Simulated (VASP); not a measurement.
# Au (Pm-3m) in VASP: further runs

Au is run at these levels: PBEsol; tasks: single point, relaxation of cell and atoms.

All numbers are computed with VASP 6.6.1; they aren't measurements. Logs are shortened: lines on timing, memory, paths and dates and some standing lists are left out, and cuts for length are marked.

## 1. The cell of the first run

Symmetry: Pm-3m, No. 221, cubic system. The conventional cell has a = 2.601 Å, b = 2.601 Å, c = 2.601 Å, α = 90.00°, β = 90.00°, γ = 90.00°. Au (site symmetry m-3m) has 6 Au at 2.60 Å within 3.4 Å.

## 2. Single point, PBEsol (volume scaled by 0.9)

Contents of INCAR:

```
  ALGO = Normal
  EDIFF = 1E-6
  ENCUT = 520
  GGA = PS
  ISIF = 2
  ISMEAR = -1
  LASPH = T
  LCHARG = F
  LREAL = F
  LWAVE = F
  NBANDS = 12
  NELM = 60
  PREC = Accurate
  SIGMA = 0.08
```

Contents of KPOINTS:

```
k-points
0
Gamma
  14 14 14
```

Contents of POSCAR:

```
Au
1.0
    2.6010694733      0.0000000000      0.0000000000
    0.0000000000      2.6010694733      0.0000000000
    0.0000000000      0.0000000000      2.6010694733
Au
1
Direct
    0.0000000000      0.0000000000      0.0000000000
```

Potentials or basis: VASP PAW PBE potentials, release 64 (Au).

Run with:

```console
$ cat potpaw_PBE.64/Au/POTCAR > POTCAR
$ mpirun -np 1 vasp_std > vasp.out
```

OUTCAR:

```text
EDIFF = 1E-6
   ENCUT = 520
   GGA = PS
   ISIF = 2
   ISMEAR = -1
   LASPH = T
   LREAL = F
   NELM = 60
   PREC = Accurate

 ion  position               nearest neighbor table
   1  0.000  0.000  0.000-

  LATTYP: Found a simple cubic cell.
 ALAT       =     2.6010694733

  Lattice vectors:

 A1 = (   2.6010694733,   0.0000000000,   0.0000000000)
 A2 = (   0.0000000000,   2.6010694733,   0.0000000000)
 A3 = (   0.0000000000,   0.0000000000,   2.6010694733)

Analysis of symmetry for initial positions (statically):
=====================================================================
 Subroutine PRICEL returns:
 Original cell was already a primitive cell.

 Routine SETGRP: Setting up the symmetry group for a
 simple cubic supercell.

 Subroutine GETGRP returns: Found 48 space group operations
 (whereof 48 operations were pure point group operations)
 out of a pool of 48 trial point group operations.

The static configuration has the point symmetry O_h .

Analysis of symmetry for dynamics (positions and initial velocities):
=====================================================================
 Subroutine PRICEL returns:
 Original cell was already a primitive cell.

 Routine SETGRP: Setting up the symmetry group for a
 simple cubic supercell.

 Subroutine GETGRP returns: Found 48 space group operations
 (whereof 48 operations were pure point group operations)
 out of a pool of 48 trial point group operations.

The dynamic configuration has the point symmetry O_h .

 Subroutine INISYM returns: Found 48 space group operations
 (whereof 48 operations are pure point group operations),
 and found     1 'primitive' translations

----------------------------------------------------------------------------------------

                                     Primitive cell

  volume of cell :      17.5977

  direct lattice vectors                    reciprocal lattice vectors
     2.601069473  0.000000000  0.000000000     0.384457244  0.000000000  0.000000000
     0.000000000  2.601069473  0.000000000     0.000000000  0.384457244  0.000000000
     0.000000000  0.000000000  2.601069473     0.000000000  0.000000000  0.384457244

  length of vectors
     2.601069473  2.601069473  2.601069473     0.384457244  0.384457244  0.384457244

  position of ions in fractional coordinates (direct lattice)
     0.000000000  0.000000000  0.000000000

  ion indices of the primitive-cell ions
   primitive index   ion index
                 1           1

----------------------------------------------------------------------------------------

 KPOINTS: k-points

Automatic generation of k-mesh.
 Grid dimensions read from file:
 generate k-points for:   14   14   14

 Generating k-lattice:

  Cartesian coordinates                     Fractional coordinates (reciprocal lattice)
     0.027461232  0.000000000  0.000000000     0.071428571  0.000000000  0.000000000
     0.000000000  0.027461232  0.000000000     0.000000000  0.071428571  0.000000000
     0.000000000  0.000000000  0.027461232     0.000000000  0.000000000  0.071428571

  Length of vectors
     0.027461232  0.027461232  0.027461232

  Shift w.r.t. Gamma in fractional coordinates (k-lattice)
     0.000000000  0.000000000  0.000000000

 Subroutine IBZKPT returns following result:
 ===========================================

 Found    120 irreducible k-points:

 Following reciprocal coordinates:
            Coordinates               Weight
  0.000000  0.000000  0.000000      1.000000
  0.071429  0.000000  0.000000      6.000000
  0.142857  0.000000  0.000000      6.000000
  0.214286  0.000000  0.000000      6.000000
  0.285714  0.000000  0.000000      6.000000
  0.357143  0.000000  0.000000      6.000000
[... 16 lines left out ...]
  0.285714  0.214286  0.000000     24.000000
  0.357143  0.214286  0.000000     24.000000
 [... further k-points ...]
   k-points           NKPTS =    120   k-points in BZ     NKDIM =    120   number of bands    NBANDS=     12
   number of dos      NEDOS =    301   number of ions     NIONS =      1
   total plane-waves  NPLWV =   8000
   dimension x,y,z NGX =    20 NGY =   20 NGZ =   20
   dimension x,y,z NGXF=    40 NGYF=   40 NGZF=   40
   ions per type =               1
   NGX,Y,Z   is equivalent  to a cutoff of  12.78, 12.78, 12.78 a.u.
   NGXF,Y,Z  is equivalent  to a cutoff of  25.57, 25.57, 25.57 a.u.
 SYSTEM =  unknown system
   PREC   = accura    normal or accurate (medium, high low for compatibility)
   ISTART =      0    job   : 0-new  1-cont  2-samecut
   ICHARG =      2    charge: 1-file 2-atom 10-const
   ISPIN  =      1    spin polarized calculation?
   LNONCOLLINEAR =      F non collinear calculations
   LSORBIT =      F    spin-orbit coupling
   LASPH  =      T    aspherical Exc in radial PAW
   ENCUT  =  520.0 eV  38.22 Ry    6.18 a.u.   4.84  4.84  4.84*2*pi/ulx,y,z
   NELM   =     60;   NELMIN=  2; NELMDL= -5     # of ELM steps
   EDIFF  = 0.1E-05   stopping-criterion for ELM
   LREAL  =      F    real-space projection
   EDIFFG = 0.1E-04   stopping-criterion for IOM
   NSW    =      0    number of steps for IOM
   IBRION =     -1    ionic relax: 0-MD 1-quasi-New 2-CG
   NFREE  =      0    steps in history (QN), initial steepest desc. (CG)
   ISIF   =      2    stress and relaxation
   ISYM   =      2    0-nonsym 1-usesym 2-fastsym
   POTIM  = 0.5000    time-step for ionic-motion
   TEBEG  =    0.0;   TEEND  =   0.0 temperature during run
   PSTRESS=    0.0 pullay stress
   NELECT =      11.0000    total number of electrons
   NUPDOWN=      -1.0000    fix difference up-down
   EMIN   =  10.00;   EMAX   =-10.00  energy-range for DOS
   EFERMI =   0.00;   METHOD = LEGACY
   ISMEAR =    -1;   SIGMA  =   0.08  broadening in eV -4-tet -1-fermi 0-gaus
   EFERMI_NEDOS =   21; number of points for ismear=-14 and -15
   IALGO  =     38    algorithm
   IMIX   =      4    mixing-type and parameters
     AMIX     =   0.40;   BMIX     =  1.00
     AMIX_MAG =   1.60;   BMIX_MAG =  1.00
  volume/ion in A,a.u.               =      17.60       118.76
  Fermi-wavevector in a.u.,A,eV,Ry     =   1.399761  2.645164 26.658301  1.959330
  Thomas-Fermi vector in A             =   2.522788
   LORBIT       =      0    0 simple, 1 ext, 2 COOP (PROOUT), +10 PAW based schemes
   GGA     = PS    functional components
   LHFCALC =     F    Hartree Fock is set to
   AEXX    =    0.0000 exact exchange contribution
   IVDW    =     0    specifies the selected vdW correction
   LEPSILON=     F    determine dielectric tensor
   LRPA    =     F    only Hartree local field effects (RPA)
 non-spin polarized calculation
  energy-cutoff  :      520.00
  volume of cell :       17.60
 maximum number of plane-waves:       486
 NGX is ok and might be reduce to    20
   NGX =  9   NGY =  9   NGZ =  9

 number of electron      11.0000000 magnetization

 Free energy of the ion-electron system (eV)
  ---------------------------------------------------
  ext. energy  EPLUGINS =         0.00000000
  ---------------------------------------------------
  free energy    TOTEN  =        -3.55633876 eV

  energy without entropy =       -3.54832625  energy(sigma->0) =       -3.55233251

 E-fermi :   8.4189     XC(G=0): -12.5694

 val. band max:        8.4156079126   @ k =   0.5000   0.4286   0.4286
 cond. band min:       8.4234480608   @ k =   0.4286   0.1429   0.1429
 fundamental gap:      0.0078401482
 Fermi energy:         8.4189427178

 k-point     1 :       0.0000    0.0000    0.0000
  band No.  band energies     occupation
      1      -0.8317      2.00000
      2       1.5697      2.00000
      3       1.5697      2.00000
      4       7.0630      2.00000
      5       7.0630      2.00000
      6       7.0630      2.00000
      7      23.1715      0.00000
      8      23.1715      0.00000
      9      23.1715      0.00000
     10      28.7839      0.00000
     11      31.4584      0.00000
     12      31.4584      0.00000

 k-point     2 :       0.0714    0.0000    0.0000
  band No.  band energies     occupation
      1      -0.6882      2.00000
      2       1.5941      2.00000
      3       1.6931      2.00000
      4       6.9489      2.00000
      5       6.9489      2.00000
      6       7.0720      2.00000
      7      22.1058      0.00000
      8      23.4185      0.00000
      9      23.4185      0.00000
     10      29.4080      0.00000
     11      30.7453      0.00000
     12      32.0930      0.00000

 k-point     3 :       0.1429    0.0000    0.0000
  band No.  band energies     occupation
      1      -0.2974      2.00000
      2       1.6634      2.00000
      3       2.0834      2.00000
      4       6.6423      2.00000
      5       6.6423      2.00000
      6       7.0974      2.00000
      7      20.0256      0.00000
      8      24.1138      0.00000
      9      24.1138      0.00000
     10      29.3363      0.00000
     11      29.8982      0.00000
     12      34.2162      0.00000

 k-point     4 :       0.2143    0.0000    0.0000
  band No.  band energies     occupation
      1       0.2292      2.00000
      2       1.7654      2.00000
      3       2.7913      2.00000
      4       6.2290      2.00000
      5       6.2290      2.00000
      6       7.1343      2.00000
      7      17.8086      0.00000
      8      25.1424      0.00000
      9      25.1424      0.00000
     10      27.8940      0.00000
     11      29.8986      0.00000
     12      37.0252      0.00000

 k-point     5 :       0.2857    0.0000    0.0000
  band No.  band energies     occupation
      1       0.7570      2.00000
      2       1.8816      2.00000
      3       3.8437      2.00000
      4       5.8047      2.00000
      5       5.8047      2.00000
      6       7.1756      2.00000
      7      15.6831      0.00000
      8      26.3584      0.00000
      9      26.3584      0.00000
     10      26.6478      0.00000
     11      29.5201      0.00000
     12      36.9689      0.00000

 k-point     6 :       0.3571    0.0000    0.0000
  band No.  band energies     occupation
      1       1.1942      2.00000
      2       1.9890      2.00000
      3       5.1620      2.00000
      4       5.4481      2.00000
      5       5.4481      2.00000
      6       7.2131      2.00000
      7      13.7317      0.00000
      8      25.6997      0.00000
      9      27.5954      0.00000
     10      27.5954      0.00000
     11      28.7958      0.00000
     12      36.4178      0.00000

 k-point     7 :       0.4286    0.0000    0.0000
  band No.  band energies     occupation
      1       1.4859      2.00000
      2       2.0650      2.00000
      3       5.2136      2.00000
      4       5.2136      2.00000
      5       6.5058      2.00000
      6       7.2392      2.00000
      7      12.0867      0.00000
      8      25.1082      0.00000
      9      28.0534      0.00000
     10      28.6176      0.00000
     11      28.6176      0.00000
     12      35.6419      0.00000

 k-point     8 :       0.5000    0.0000    0.0000
  band No.  band energies     occupation
      1       1.5894      2.00000
      2       2.0924      2.00000
      3       5.1321      2.00000
      4       5.1321      2.00000
      5       7.2116      2.00000
      6       7.2485      2.00000
      7      11.2966      0.00000
      8      24.9073      0.00000
      9      27.7427      0.00000
     10      29.0462      0.00000
     11      29.0462      0.00000
     12      35.2689      0.00000
[... 166 lines left out ...]
 k-point    20 :       0.4286    0.1429    0.0000
  band No.  band energies     occupation
      1       1.8656      2.00000
      2       2.6716      2.00000
      3       4.0167      2.00000
      4       5.2761      2.00000
      5       6.8614      2.00000
      6       7.6182      1.99991
      7      12.4238      0.00000
      8      24.4544      0.00000
      9      25.9906      0.00000
     10      28.0774      0.00000
     11      29.8582      0.00000
     12      34.9963      0.00000

 k-point    21 :       0.5000    0.1429    0.0000
  band No.  band energies     occupation
      1       1.9487      2.00000
      2       2.7454      2.00000
      3       3.9208      2.00000
      4       5.1958      2.00000
      5       6.8726      2.00000
      6       8.5689      0.26616
      7      11.3572      0.00000
      8      24.8835      0.00000
      9      26.0268      0.00000
     10      27.1492      0.00000
     11      30.4005      0.00000
     12      34.4398      0.00000

 k-point    22 :       0.2143    0.2143    0.0000
  band No.  band energies     occupation
      1       1.1977      2.00000
      2       2.6431      2.00000
      3       3.2783      2.00000
      4       5.4394      2.00000
      5       6.2565      2.00000
      6       6.4089      2.00000
      7      19.2097      0.00000
      8      19.4972      0.00000
      9      27.2139      0.00000
     10      27.8634      0.00000
     11      33.0903      0.00000
     12      34.3593      0.00000

 k-point    23 :       0.2857    0.2143    0.0000
  band No.  band energies     occupation
      1       1.5733      2.00000
      2       2.9061      2.00000
      3       3.8803      2.00000
      4       5.4794      2.00000
      5       5.9101      2.00000
      6       6.4034      2.00000
      7      17.0628      0.00000
      8      20.3632      0.00000
      9      27.1754      0.00000
     10      28.5039      0.00000
     11      31.3896      0.00000
     12      34.6326      0.00000

 k-point    24 :       0.3571    0.2143    0.0000
  band No.  band energies     occupation
      1       1.8634      2.00000
      2       3.0430      2.00000
      3       3.9605      2.00000
      4       5.5700      2.00000
      5       6.4501      2.00000
      6       6.5894      2.00000
      7      14.8839      0.00000
      8      21.4536      0.00000
      9      26.3006      0.00000
     10      29.3477      0.00000
     11      29.8654      0.00000
     12      35.0280      0.00000

 [... further k-points ...]
[... 5 lines left out ...]
  --------------------------------------------------------------------------------------
  -------------------------------------------------------------------------------------
  Total        2.0167135      2.0167135      2.0167135     -0.0000000     -0.0000000      0.0000000
  in kB      183.6111025    183.6111025    183.6111025     -0.0000000     -0.0000000      0.0000000
  external PRESSURE =     183.6111025 kB  Pullay stress =       0.0000000 kB

 VOLUME and BASIS-vectors are now :
 -----------------------------------------------------------------------------
  energy-cutoff  :      520.00
  volume of cell :       17.60
      direct lattice vectors                 reciprocal lattice vectors
     2.601069473  0.000000000  0.000000000     0.384457244  0.000000000  0.000000000
     0.000000000  2.601069473  0.000000000     0.000000000  0.384457244  0.000000000
     0.000000000  0.000000000  2.601069473     0.000000000  0.000000000  0.384457244

 POSITION                                       TOTAL-FORCE (eV/Angst)
 -----------------------------------------------------------------------------------
      0.00000      0.00000      0.00000         0.000000      0.000000      0.000000
 -----------------------------------------------------------------------------------
    total drift:                               -0.000000     -0.000000     -0.000000

  FREE ENERGIE OF THE ION-ELECTRON SYSTEM (eV)
  ---------------------------------------------------
  free  energy   TOTEN  =        -3.5563387587 eV

  energy  without entropy=       -3.5483262518  energy(sigma->0) =       -3.55233251
```

It took 18 s on 1 thread of AMD EPYC 7R13, shared host; peak memory 0.11 GiB.

What came out:

```
Free energy : -3.5563 eV
Pressure    : 18.4 GPa
```

Levels at points of the mesh, in eV from the Fermi level:
| k point | band 3 | band 4 | band 5 | band 6 | band 7 | band 8 |
| --- | --- | --- | --- | --- | --- | --- |
| (0.00, 0.00, 0.00) | -6.85 | -1.36 | -1.36 | -1.36 | 14.75 | 14.75 |
| (0.50, 0.00, 0.00) | -3.29 | -3.29 | -1.21 | -1.17 | 2.88 | 16.49 |
| (0.50, 0.50, 0.00) | -2.94 | -2.94 | 0.12 | 3.78 | 3.78 | 8.11 |
| (0.50, 0.50, 0.50) | -5.98 | 0.25 | 0.25 | 9.25 | 9.25 | 9.25 |

Caveat: the PAW data sets were made with another functional, which shifts forces and pressure a little; spin-orbit coupling is left out, which moves the levels of the heavy elements.

(Continued in part 2 of 2.)
